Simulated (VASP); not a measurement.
# TlSnCl3 (Pm-3m) in VASP: further runs

TlSnCl3 is run at these levels: LDA, PBEsol, r2SCAN; tasks: single point.

Everything below comes from runs of VASP 6.6.1. Logs are shortened: lines on timing, memory, paths and dates and some standing lists are left out, and cuts for length are marked.

**1. The cell of the first run**

The structure is cubic, space group Pm-3m (No. 221). The conventional cell has a = 5.361 Å, b = 5.361 Å, c = 5.361 Å, α = 90.00°, β = 90.00°, γ = 90.00°. Tl (site symmetry m-3m) has 12 Cl at 3.79 Å and 8 Sn at 4.64 Å within 5.0 Å. Sn (site symmetry m-3m) has 6 Cl at 2.68 Å within 3.5 Å. Within 3.5 Å of Cl (site symmetry 4/mmm) lie 2 Sn at 2.68 Å.

**2. Single point, LDA**

The input, INCAR:

```
PREC = Accurate ; ENCUT = 520
EDIFF = 1E-6 ; ISMEAR = -1
SIGMA = 0.02 ; LREAL = False
LASPH = True ; NELM = 80
ALGO = Normal ; ISIF = 2
LWAVE = False ; LCHARG = True
GGA = CA ; LELF = True
LVHAR = True ; NBANDS = 32
```

The input, KPOINTS:

```
regular mesh
0
Gamma
  4 4 4
```

The input, POSCAR:

```
TlSnCl3
1.0
    5.3611403395      0.0000000000      0.0000000000
    0.0000000000      5.3611403395      0.0000000000
    0.0000000000      0.0000000000      5.3611403395
Tl Sn Cl
1 1 3
Direct
    0.0000000000      0.0000000000      0.0000000000
    0.5000000000      0.5000000000      0.5000000000
    0.5000000000      0.5000000000      0.0000000000
    0.5000000000      0.0000000000      0.5000000000
    0.0000000000      0.5000000000      0.5000000000
```

Potentials or basis: VASP PAW LDA potentials, release 64 (Tl_d, Sn_d, Cl).

Started as:

```console
$ cat potpaw_LDA.64/Tl_d/POTCAR potpaw_LDA.64/Sn_d/POTCAR potpaw_LDA.64/Cl/POTCAR > POTCAR
$ mpirun -np 1 vasp_std > vasp.out
```

OUTCAR:

```text
PREC = Accurate
   ENCUT = 520
   EDIFF = 1E-6
   ISMEAR = -1
   LREAL = False
   LASPH = True
   NELM = 80
   ISIF = 2
   GGA = CA

 ion  position               nearest neighbor table
   1  0.000  0.000  0.000-
   2  0.500  0.500  0.500-   3 2.68   4 2.68   5 2.68   3 2.68   4 2.68   5 2.68
   3  0.500  0.500  0.000-   2 2.68   2 2.68
   4  0.500  0.000  0.500-   2 2.68   2 2.68
   5  0.000  0.500  0.500-   2 2.68   2 2.68

  LATTYP: Found a simple cubic cell.
 ALAT       =     5.3611403395

  Lattice vectors:

 A1 = (   5.3611403395,   0.0000000000,   0.0000000000)
 A2 = (   0.0000000000,   5.3611403395,   0.0000000000)
 A3 = (   0.0000000000,   0.0000000000,   5.3611403395)

Analysis of symmetry for initial positions (statically):
=====================================================================
 Subroutine PRICEL returns:
 Original cell was already a primitive cell.

 Routine SETGRP: Setting up the symmetry group for a
 simple cubic supercell.

 Subroutine GETGRP returns: Found 48 space group operations
 (whereof 48 operations were pure point group operations)
 out of a pool of 48 trial point group operations.

The static configuration has the point symmetry O_h .

Analysis of symmetry for dynamics (positions and initial velocities):
=====================================================================
 Subroutine PRICEL returns:
 Original cell was already a primitive cell.

 Routine SETGRP: Setting up the symmetry group for a
 simple cubic supercell.

 Subroutine GETGRP returns: Found 48 space group operations
 (whereof 48 operations were pure point group operations)
 out of a pool of 48 trial point group operations.

The dynamic configuration has the point symmetry O_h .

 Subroutine INISYM returns: Found 48 space group operations
 (whereof 48 operations are pure point group operations),
 and found     1 'primitive' translations

----------------------------------------------------------------------------------------

                                     Primitive cell

  volume of cell :     154.0890

  direct lattice vectors                    reciprocal lattice vectors
     5.361140340  0.000000000  0.000000000     0.186527480  0.000000000  0.000000000
     0.000000000  5.361140340  0.000000000     0.000000000  0.186527480  0.000000000
     0.000000000  0.000000000  5.361140340     0.000000000  0.000000000  0.186527480

[... 73 lines left out ...]
   NELM   =     80;   NELMIN=  2; NELMDL= -5     # of ELM steps
   EDIFF  = 0.1E-05   stopping-criterion for ELM
   LREAL  =      F    real-space projection
   EDIFFG = 0.1E-04   stopping-criterion for IOM
   NSW    =      0    number of steps for IOM
   IBRION =     -1    ionic relax: 0-MD 1-quasi-New 2-CG
   NFREE  =      0    steps in history (QN), initial steepest desc. (CG)
   ISIF   =      2    stress and relaxation
   ISYM   =      2    0-nonsym 1-usesym 2-fastsym
   POTIM  = 0.5000    time-step for ionic-motion
   TEBEG  =    0.0;   TEEND  =   0.0 temperature during run
   PSTRESS=    0.0 pullay stress
   NELECT =      48.0000    total number of electrons
   NUPDOWN=      -1.0000    fix difference up-down
   EMIN   =  10.00;   EMAX   =-10.00  energy-range for DOS
   EFERMI =   0.00;   METHOD = LEGACY
   ISMEAR =    -1;   SIGMA  =   0.02  broadening in eV -4-tet -1-fermi 0-gaus
   EFERMI_NEDOS =   21; number of points for ismear=-14 and -15
   IALGO  =     38    algorithm
   IMIX   =      4    mixing-type and parameters
     AMIX     =   0.40;   BMIX     =  1.00
     AMIX_MAG =   1.60;   BMIX_MAG =  1.00
  volume/ion in A,a.u.               =      30.82       207.97
  Fermi-wavevector in a.u.,A,eV,Ry     =   1.109766  2.097154 16.756670  1.231580
  Thomas-Fermi vector in A             =   2.246310
   LORBIT       =      0    0 simple, 1 ext, 2 COOP (PROOUT), +10 PAW based schemes
   GGA     = CA    functional components
   LHFCALC =     F    Hartree Fock is set to
   AEXX    =    0.0000 exact exchange contribution
   IVDW    =     0    specifies the selected vdW correction
   LEPSILON=     F    determine dielectric tensor
   LRPA    =     F    only Hartree local field effects (RPA)
 non-spin polarized calculation
  energy-cutoff  :      520.00
  volume of cell :      154.09
 maximum number of plane-waves:      4224
 NGX is ok and might be reduce to    40
   NGX = 19   NGY = 19   NGZ = 19

 number of electron      48.0000015 magnetization

 Free energy of the ion-electron system (eV)
  ---------------------------------------------------
  ext. energy  EPLUGINS =         0.00000000
  ---------------------------------------------------
  free energy    TOTEN  =       -18.35411419 eV

  energy without entropy =      -18.35292051  energy(sigma->0) =      -18.35351735

 E-fermi :   4.2518     XC(G=0):  -8.7793

 val. band max:        3.3845894570   @ k =   0.5000   0.5000   0.2500
 cond. band min:       4.2656994960   @ k =   0.5000   0.0000   0.0000
 fundamental gap:      0.8811100390
 Fermi energy:         4.2518355757

 k-point     1 :       0.0000    0.0000    0.0000
  band No.  band energies     occupation
      1     -18.2213      2.00000
      2     -18.2213      2.00000
      3     -18.1399      2.00000
      4     -18.1399      2.00000
      5     -18.1399      2.00000
      6     -12.7552      2.00000
[... 339 lines left out ...]
     31      10.2834      0.00000
     32      10.2834      0.00000

------------------------ aborting loop because EDIFF is reached ----------------------------------------

  FORCE on cell =-STRESS in cart. coord.  units (eV):
  Direction    XX          YY          ZZ          XY          YZ          ZX
  --------------------------------------------------------------------------------------
  -------------------------------------------------------------------------------------
  Total        0.0130743      0.0130743      0.0130743      0.0000000      0.0000000     -0.0000000
  in kB        0.1359434      0.1359434      0.1359434      0.0000000      0.0000000     -0.0000000
  external PRESSURE =       0.1359434 kB  Pullay stress =       0.0000000 kB

 VOLUME and BASIS-vectors are now :
 -----------------------------------------------------------------------------
  energy-cutoff  :      520.00
  volume of cell :      154.09
      direct lattice vectors                 reciprocal lattice vectors
     5.361140340  0.000000000  0.000000000     0.186527480  0.000000000  0.000000000
     0.000000000  5.361140340  0.000000000     0.000000000  0.186527480  0.000000000
     0.000000000  0.000000000  5.361140340     0.000000000  0.000000000  0.186527480

 POSITION                                       TOTAL-FORCE (eV/Angst)
 -----------------------------------------------------------------------------------
      0.00000      0.00000      0.00000         0.000000      0.000000      0.000000
      2.68057      2.68057      2.68057         0.000000      0.000000      0.000000
      2.68057      2.68057      0.00000         0.000000      0.000000      0.000000
      2.68057      0.00000      2.68057         0.000000      0.000000      0.000000
      0.00000      2.68057      2.68057         0.000000      0.000000      0.000000
 -----------------------------------------------------------------------------------
    total drift:                                0.000000      0.000000     -0.000000

  FREE ENERGIE OF THE ION-ELECTRON SYSTEM (eV)
  ---------------------------------------------------
  free  energy   TOTEN  =       -18.3541141904 eV

  energy  without entropy=      -18.3529205085  energy(sigma->0) =      -18.35351735
```

stdout:

```text
POSCAR found type information on POSCAR TlSnCl
 POSCAR found :  3 types and       5 ions
 scaLAPACK will be used
 LDA part: xc-table for (Slater(with rela. corr.)+CA(PZ))
 , standard interpolation
 POSCAR, INCAR and KPOINTS ok, starting setup
 FFT: planning ... GRIDC
 FFT: planning ... GRID_SOFT
 FFT: planning ... GRID
 WAVECAR not read
 entering main loop
```

Wall time 34 s (1 thread of AMD EPYC 9R45 (Zen 5), shared host); peak memory 0.19 GiB.

What came out:

| Quantity | Value |
| --- | --- |
| Free energy | -18.3541 eV |
| Pressure | 0.0 GPa |
| Band gap on the k mesh | zero (bands 24 and 25 overlap by 0.19 eV) |

Levels at points of the mesh, in eV from the Fermi level:
```tsv
k point	band 20	band 21	band 22	band 23	band 24	band 25	band 26	band 27	band 28	band 29
(0.00, 0.00, 0.00)	-4.36	-4.36	-4.32	-4.32	-4.32	1.98	1.98	1.98	4.04	4.04
(0.50, 0.00, 0.00)	-4.43	-4.33	-4.28	-4.28	-2.51	0.01	1.40	1.40	1.58	4.33
(0.50, 0.50, 0.00)	-4.62	-4.55	-4.55	-3.77	-1.11	0.77	0.77	0.88	1.17	1.17
(0.50, 0.50, 0.50)	-4.62	-3.77	-3.77	-3.77	0.21	0.32	0.32	0.32	1.70	1.70
```

Caveat: spin-orbit coupling is left out, which moves the levels of the heavy elements.

**3. Single point, PBEsol**

This run uses another cell than the first one, of 32.72 Å³/atom.

The input, INCAR:

```
SYSTEM = TlSnCl3
ALGO     = Normal         ! electronic algorithm
EDIFF    = 1E-6           ! SCF threshold, eV
ENCUT    = 520            ! plane-wave cutoff, eV
GGA      = PS             ! functional
ISIF     = 2              ! what is computed and relaxed
ISMEAR   = -1             ! smearing method
LASPH    = .True.         ! aspherical terms in the spheres
LCHARG   = .False.        ! write CHGCAR
LREAL    = .False.        ! projectors in reciprocal space
LWAVE    = .False.        ! write WAVECAR
NBANDS   = 32             ! bands
NELM     = 100            ! most SCF steps
PREC     = Accurate       ! precision mode
SIGMA    = 0.02           ! smearing width, eV
```

The input, KPOINTS:

```
k-points
0
Gamma
  4 4 4
  0 0 0
```

Changes to POSCAR since step 2:

```diff
@@ -2,5 +2,5 @@
 1.0
-    5.3611403395      0.0000000000      0.0000000000
-    0.0000000000      5.3611403395      0.0000000000
-    0.0000000000      0.0000000000      5.3611403395
+    5.4691541996      0.0000000000      0.0000000000
+    0.0000000000      5.4691541996      0.0000000000
+    0.0000000000      0.0000000000      5.4691541996
 Tl Sn Cl
```

Potentials or basis: VASP PAW PBE potentials, release 64 (Tl_d, Sn_d, Cl).

Started as:

```console
$ cat potpaw_PBE.64/Tl_d/POTCAR potpaw_PBE.64/Sn_d/POTCAR potpaw_PBE.64/Cl/POTCAR > POTCAR
$ mpirun -np 1 vasp_std > vasp.out
```

OUTCAR:

```text
SYSTEM = TlSnCl3
   EDIFF = 1E-6
   ENCUT = 520
   GGA = PS
   ISIF = 2
   ISMEAR = -1
   LASPH = .True.
   LREAL = .False.
   NELM = 100
   PREC = Accurate

 ion  position               nearest neighbor table
   1  0.000  0.000  0.000-
   2  0.500  0.500  0.500-   3 2.73   4 2.73   5 2.73   3 2.73   4 2.73   5 2.73
   3  0.500  0.500  0.000-   2 2.73   2 2.73
   4  0.500  0.000  0.500-   2 2.73   2 2.73
   5  0.000  0.500  0.500-   2 2.73   2 2.73

  LATTYP: Found a simple cubic cell.
 ALAT       =     5.4691541996

  Lattice vectors:

 A1 = (   5.4691541996,   0.0000000000,   0.0000000000)
 A2 = (   0.0000000000,   5.4691541996,   0.0000000000)
 A3 = (   0.0000000000,   0.0000000000,   5.4691541996)

Analysis of symmetry for initial positions (statically):
=====================================================================
 Subroutine PRICEL returns:
 Original cell was already a primitive cell.

 Routine SETGRP: Setting up the symmetry group for a
 simple cubic supercell.

[... 156 lines left out ...]

 E-fermi :   3.9349     XC(G=0):  -8.2209

 val. band max:        3.7710537932   @ k =   0.5000   0.5000   0.5000
 cond. band min:       4.1207240638   @ k =   0.5000   0.0000   0.0000
 fundamental gap:      0.3496702706
 Fermi energy:         3.9348935896

 k-point     1 :       0.0000    0.0000    0.0000
  band No.  band energies     occupation
      1     -18.5478      2.00000
      2     -18.5478      2.00000
      3     -18.4934      2.00000
      4     -18.4934      2.00000
      5     -18.4934      2.00000
      6     -12.8643      2.00000
[... 339 lines left out ...]
     31      10.0139      0.00000
     32      10.0139      0.00000

------------------------ aborting loop because EDIFF is reached ----------------------------------------

  FORCE on cell =-STRESS in cart. coord.  units (eV):
  Direction    XX          YY          ZZ          XY          YZ          ZX
  --------------------------------------------------------------------------------------
  -------------------------------------------------------------------------------------
  Total       -0.0409822     -0.0409822     -0.0409822      0.0000000      0.0000000      0.0000000
  in kB       -0.4013701     -0.4013701     -0.4013701      0.0000000      0.0000000      0.0000000
  external PRESSURE =      -0.4013701 kB  Pullay stress =       0.0000000 kB

 VOLUME and BASIS-vectors are now :
 -----------------------------------------------------------------------------
  energy-cutoff  :      520.00
  volume of cell :      163.59
      direct lattice vectors                 reciprocal lattice vectors
     5.469154200  0.000000000  0.000000000     0.182843629  0.000000000  0.000000000
     0.000000000  5.469154200  0.000000000     0.000000000  0.182843629  0.000000000
     0.000000000  0.000000000  5.469154200     0.000000000  0.000000000  0.182843629

 POSITION                                       TOTAL-FORCE (eV/Angst)
 -----------------------------------------------------------------------------------
      0.00000      0.00000      0.00000         0.000000      0.000000      0.000000
      2.73458      2.73458      2.73458         0.000000      0.000000      0.000000
      2.73458      2.73458      0.00000         0.000000      0.000000      0.000000
      2.73458      0.00000      2.73458         0.000000      0.000000      0.000000
      0.00000      2.73458      2.73458         0.000000      0.000000      0.000000
 -----------------------------------------------------------------------------------
    total drift:                                0.000000     -0.000000     -0.000000

  FREE ENERGIE OF THE ION-ELECTRON SYSTEM (eV)
  ---------------------------------------------------
  free  energy   TOTEN  =       -17.2914763313 eV

  energy  without entropy=      -17.2914729599  energy(sigma->0) =      -17.29147465
```

OSZICAR:

```text
N       E                     dE             d eps       ncg     rms          rms(c)
DAV:   1     0.429287454894E+03    0.42929E+03   -0.21866E+04   648   0.152E+03
DAV:   2     0.431517993489E+02   -0.38614E+03   -0.36401E+03   680   0.412E+02
DAV:   3    -0.155578547956E+02   -0.58710E+02   -0.56143E+02   840   0.136E+02
DAV:   4    -0.181435752756E+02   -0.25857E+01   -0.25740E+01   728   0.304E+01
DAV:   5    -0.182195536601E+02   -0.75978E-01   -0.75955E-01   976   0.574E+00    0.727E+00
DAV:   6    -0.174084990894E+02    0.81105E+00   -0.12123E+00   912   0.621E+00    0.422E+00
DAV:   7    -0.173040593445E+02    0.10444E+00   -0.43650E-01   800   0.268E+00    0.178E+00
DAV:   8    -0.172924373210E+02    0.11622E-01   -0.88591E-02   856   0.177E+00    0.279E-01
DAV:   9    -0.172909281342E+02    0.15092E-02   -0.12318E-02   832   0.606E-01    0.147E-01
DAV:  10    -0.172915118488E+02   -0.58371E-03   -0.19978E-03   792   0.254E-01    0.589E-02
DAV:  11    -0.172914700985E+02    0.41750E-04   -0.37383E-04   824   0.940E-02    0.146E-02
DAV:  12    -0.172914763339E+02   -0.62353E-05   -0.56930E-05   760   0.399E-02    0.868E-03
DAV:  13    -0.172914763313E+02    0.25975E-08   -0.36082E-06   664   0.122E-02
   1 F= -.17291476E+02 E0= -.17291475E+02  d E =-.337140E-05
```

Wall time 40 s (1 thread of AMD EPYC 9R45 (Zen 5), shared host); peak memory 0.24 GiB.

Results:

```yaml
Free_energy: -17.2915 eV
Pressure: 0.0 GPa
Band_gap_on_the_k_mesh: 0.35 eV (least direct gap 0.49 eV)
```

Caveat: the PAW data sets were made with another functional, which shifts forces and pressure a little; spin-orbit coupling is left out, which moves the levels of the heavy elements. A k mesh can miss the band edges.

**4. Single point, r2SCAN**

This run uses another cell than the first one, of 33.59 Å³/atom.

Changes to POSCAR since step 3:

```diff
@@ -2,5 +2,5 @@
 1.0
-    5.4691541996      0.0000000000      0.0000000000
-    0.0000000000      5.4691541996      0.0000000000
-    0.0000000000      0.0000000000      5.4691541996
+    5.5173601512      0.0000000000      0.0000000000
+    0.0000000000      5.5173601512      0.0000000000
+    0.0000000000      0.0000000000      5.5173601512
 Tl Sn Cl
```

The input, INCAR.step1:

```
ALGO = Normal
EDIFF = 1E-4
ENCUT = 520
GGA = PE
ISMEAR = -1
LASPH = True
LCHARG = False
LREAL = False
LWAVE = True
NBANDS = 32
NELM = 100
PREC = Accurate
SIGMA = 0.02
```

The input, INCAR.step2:

```
ALGO = Normal
EDIFF = 1E-7
ENCUT = 520
ISIF = 2
ISMEAR = -1
ISTART = 1
LASPH = True
LCHARG = False
LMIXTAU = True
LREAL = False
LWAVE = False
METAGGA = R2SCAN
NBANDS = 32
NELM = 100
PREC = Accurate
SIGMA = 0.02
```

The input, KPOINTS:

```
k-points
0
Gamma
  4 4 4
```

Started as:

```console
$ cat potpaw_PBE.64/Tl_d/POTCAR potpaw_PBE.64/Sn_d/POTCAR potpaw_PBE.64/Cl/POTCAR > POTCAR
$ cp INCAR.step1 INCAR
$ mpirun -np 1 vasp_std > vasp.out
$ cp INCAR.step2 INCAR
$ mpirun -np 1 vasp_std > vasp.out
```

It took 3.1 min on 1 thread of AMD EPYC 9R45 (Zen 5), shared host; peak memory 0.28 GiB.

The run converged. Its results:

```
Free energy            : -101.3893 eV
Pressure               : 0.0 GPa
Band gap on the k mesh : 0.74 eV (least direct gap 0.92 eV)
```

Levels at points of the mesh, in eV from the valence-band top:
```
           k point  band 22  band 23  band 24  band 25  band 26  band 27
(0.00, 0.00, 0.00)    -4.16    -4.16    -4.16     2.41     2.41     2.41
(0.50, 0.00, 0.00)    -4.13    -4.13    -2.51     0.74     1.95     1.95
(0.50, 0.50, 0.00)    -4.35    -3.69    -1.20     1.26     1.26     1.55
(0.50, 0.50, 0.50)    -3.70    -3.70     0.00     0.92     0.92     0.92
```

Caveat: the PAW data sets were made with another functional, which shifts forces and pressure a little; spin-orbit coupling is left out, which moves the levels of the heavy elements. A k mesh can miss the band edges.

**5. Overview**

```csv
level,potentials or basis,cell,gap on the mesh (eV),pressure (GPa)
LDA,"VASP PAW LDA potentials, release 64 (Tl_d, Sn_d, Cl)","a = 5.361 Å, 5 atoms",none,0.0
PBEsol,"VASP PAW PBE potentials, release 64 (Tl_d, Sn_d, Cl)","a = 5.469 Å, 5 atoms",0.35,0.0
r2SCAN,"VASP PAW PBE potentials, release 64 (Tl_d, Sn_d, Cl)","a = 5.517 Å, 5 atoms",0.74,0.0
```

Alike in all rows: task single point; no spin polarisation; k mesh 4 × 4 × 4; cutoff (eV) 520; smearing fermi-dirac 0.02 eV.

Caveats: spin-orbit coupling is left out, which moves the levels of the heavy elements; the PAW data sets were made with another functional, which shifts forces and pressure a little (at least some runs).

Total energies depend on the potentials used, so only differences within one code and one set of settings carry meaning.

The gap in the log of VASP goes by the Fermi energy; the results here count the filled bands.